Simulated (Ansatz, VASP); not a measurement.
**Two plane-wave programs on KMgF3**

```
CELL_PARAMETERS angstrom
3.92611 0.00000 0.00000
0.00000 3.92611 0.00000
0.00000 0.00000 4.04569
ATOMIC_POSITIONS crystal
K 0.50000 0.50000 0.50000
Mg 0.00000 0.00000 0.00000
F 0.50000 0.00000 0.00000
F 0.00000 0.50000 0.00000
F 0.00000 0.00000 0.50000
```

Change from the starting cell: strain -0.015 along x and y, +0.015 along z, atoms carried along.

Alike in both runs: task single point; functional PBEsol; k mesh 6 × 6 × 6; occupations gaussian, width 0.05 eV; no spin polarisation.

|  | VASP | Ansatz |
| --- | --- | --- |
| version | VASP 6.6.1 | Ansatz 0.2.0 |
| potentials or method | VASP PAW PBE potentials, release 64 (K_sv, Mg, F), cutoff 520 eV | scalar-relativistic, plane waves, PAW |
| valence electrons in the cell | 32 | 40 |

```csv
,VASP,Ansatz,Ansatz less VASP
gap on the k mesh at the Fermi level (eV),7.21,7.24,+0.024
least direct gap on the mesh (eV),7.56,7.58,+0.021
pressure (GPa),1.2,1.6,+0.37
"traceless stress, the component that is largest in VASP (GPa)",-2.07,-2.07,-0.003
```

VASP's potentials were made for PBE, not for PBEsol. VASP's potentials hold 32 valence electrons a cell and Ansatz's 40, so a difference there can come from the potentials and not from the codes.
